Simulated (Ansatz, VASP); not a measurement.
**CdS2O2: VASP beside Ansatz**

Contents of INCAR:

```
  PREC = Accurate
  ENCUT = 520
  EDIFF = 1E-7
  ISMEAR = 0
  SIGMA = 0.1
  LREAL = False
  LASPH = True
  NELM = 150
  ALGO = Normal
  ISIF = 2
  LWAVE = False
  LCHARG = False
  ISPIN = 2
  MAGMOM = 0 0 0 1 1
  LORBIT = 11
  GGA = PE
  NBANDS = 30
```

Contents of KPOINTS:

```
Automatic mesh
0
Gamma
  6 6 4
```

File POSCAR:

```
CdS2O2
1.0
    4.2009704900      0.0000000000      0.0000000000
   -2.1004852400      3.6381471600      0.0000000000
    0.0000000000      0.0000000000      6.9112448400
Cd S O
1 2 2
Direct
    0.0000000000      0.0000000000      0.0000000000
    0.6666666700      0.3333333300      0.7471000000
    0.3333333300      0.6666666700      0.2529000000
    0.3333333300      0.6666666700      0.6308000100
    0.6666666700      0.3333333300      0.3691999900
```

Input for Ansatz:

```yaml
crystal:
  lattice:
    - [4.20097049, 0.0, 0.0]
    - [-2.10048524, 3.63814716, 0.0]
    - [0.0, 0.0, 6.91124484]
  atoms:
    - { symbol: Cd, position: [0.0, 0.0, 0.0] }
    - { symbol: S, position: [0.66666667, 0.33333333, 0.7471] }
    - { symbol: S, position: [0.33333333, 0.66666667, 0.2529] }
    - { symbol: O, position: [0.33333333, 0.66666667, 0.63080001], spin: 1.0 }
    - { symbol: O, position: [0.66666667, 0.33333333, 0.36919999], spin: 1.0 }
basis:
  ecutwfc: 420
kpoints:
  mp_grid: { grid: [6, 6, 4] }
hamiltonian:
  xc: pbe
scf:
  occupations: { method: gaussian, width: 0.1 }
  lower_state_search: "off"
output:
  forces: true
  stress: true
  eigenvalues: true
  populations: true
magnetization:
  spin_polarized: true
```

Change from the starting cell: species swapped into the EuMg2Sb2 type (P-3m1, No. 164).

Alike in both runs: task single point; functional PBE; k mesh 6 × 6 × 4; occupations gaussian, width 0.1 eV; collinear spin.

```csv
,VASP,Ansatz
version,VASP 6.6.1,Ansatz 0.2.0
potentials or method,"VASP PAW PBE potentials, release 64 (Cd, S, O), cutoff 520 eV","scalar-relativistic, plane waves, PAW"
valence electrons in the cell,36,44
```

|  | VASP | Ansatz | Ansatz less VASP |
| --- | --- | --- | --- |
| gap on the k mesh at the Fermi level (eV) | none | none | - |
| pressure (GPa) | -11.6 | -11.6 | 0.00 |
| traceless stress, the component that is largest in VASP (GPa) | 0.20 | 0.20 | 0.000 |
| rms of the force components (eV/Å) | 0.248 | 0.246 | -0.0019 |
| net moment per atom (μB) | 0.52 | 0.51 | -0.002 |
| size of the moment on the site where the two differ most (μB) | 0.78 | 0.90 | +0.120 |

Site moments also hang on the region over which each program counts them. Atom by atom the forces differ by 0.003 eV/Å (rms over components). A gap of «none» marks a metal or a gap that the smearing closes. VASP's potentials hold 36 valence electrons a cell and Ansatz's 44, so a difference there can come from the potentials and not from the codes.
